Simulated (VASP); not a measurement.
A run of VASP 6.6.1:

INCAR

```
SYSTEM = Ge
PREC     = Accurate       ! precision mode
ENCUT    = 500            ! plane-wave cutoff, eV
EDIFF    = 1E-6           ! SCF threshold, eV
ISMEAR   = 0              ! smearing method
SIGMA    = 0.01           ! smearing width, eV
LREAL    = .FALSE.        ! projectors in reciprocal space
LASPH    = .TRUE.         ! aspherical terms in the spheres
NELM     = 120            ! most SCF steps
ALGO     = Normal         ! electronic algorithm
ISIF     = 2              ! what is computed and relaxed
LWAVE    = .FALSE.        ! write WAVECAR
LCHARG   = .FALSE.        ! write CHGCAR
GGA      = PE             ! functional
NBANDS   = 21             ! bands
GGA_COMPAT= .FALSE.
```

File KPOINTS:

```
Automatic mesh
0
G
  6 6 6
  0 0 0
```

The input POSCAR:

```
Ge
1.0
    0.0000000000      2.5904133542      2.5904133542
    2.5904133542      0.0000000000      2.5904133542
    2.5904133542      2.5904133542      0.0000000000
Ge
2
Direct
    0.5000000000      0.5000000000      0.5000000000
    0.7500000000      0.7500000000      0.7500000000
```

Potentials or basis: VASP PAW PBE potentials, release 64 (Ge_d).

The run is started by

```bash
$ cat potpaw_PBE.64/Ge_d/POTCAR > POTCAR
$ mpirun -np 1 vasp_std > vasp.out
```

Hardware: 1 thread of AMD EPYC 7R13 Processor (Zen 3), on a shared host.

How long does it take, and how much memory?

Wall time 7.9 s on 1 thread of AMD EPYC 7R13 Processor (Zen 3), with other jobs on the host, peak memory 0.12 GiB. Counts: scf iterations 10, k points 16.
